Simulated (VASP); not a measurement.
Set up this calculation in VASP 6.6.1, as the native input.

```
Task                   : single point
Functional             : PBE
Potentials or basis    : VASP PAW PBE potentials, release 64 (Y_sv, Al, N)
Cutoff                 : 520 eV
k mesh                 : 6 × 6 × 6
Occupations            : gaussian, width 0.02 eV
Spin                   : no spin polarisation
Dipole correction      : no
Further INCAR settings : ALGO = Normal; EDIFF = 1e-06; NBANDS = 38
```

The structure of Y3AlN4 lies in POSCAR:

```
Y3AlN4
1.0
    5.0620483435      0.0000000000      0.0000000000
    0.0000000000      5.0620483435      0.0000000000
    0.0000000000      0.0000000000      5.0620483435
Y Al N
3 1 4
Direct
    0.5000000000      0.0000000000      0.0000000000
    0.0000000000      0.0000000000      0.5000000000
    0.0000000000      0.5000000000      0.0000000000
    0.5000000000      0.5000000000      0.5000000000
    0.7273729388      0.2726270612      0.7273729388
    0.7273729388      0.7273729388      0.2726270612
    0.2726270612      0.2726270612      0.2726270612
    0.2726270612      0.7273729388      0.7273729388
```

One way to write it, as run:

INCAR

```
PREC = Accurate
ENCUT = 520
EDIFF = 1E-6
ISMEAR = 0
SIGMA = 0.02
LREAL = F
LASPH = T
NELM = 60
ALGO = Normal
ISIF = 2
LWAVE = F
LCHARG = F
GGA = PE
NBANDS = 38
```

KPOINTS

```
Automatic mesh
0
Gamma
  6 6 6
```

Potentials or basis: VASP PAW PBE potentials, release 64 (Y_sv, Al, N).

Launch:

```console
$ cat potpaw_PBE.64/Y_sv/POTCAR potpaw_PBE.64/Al/POTCAR potpaw_PBE.64/N/POTCAR > POTCAR
$ mpirun -np 1 vasp_std > vasp.out
```

Results of the run:

```yaml
Pressure: -0.2 GPa
Band_gap_on_the_k_mesh: 0.70 eV, direct
```

Run time: 2.1 min on 1 thread of Intel(R) Xeon(R) Platinum 8259CL CPU @ 2.50GHz (Skylake/Cascade Lake) (shared host), peak memory 0.3 GiB.
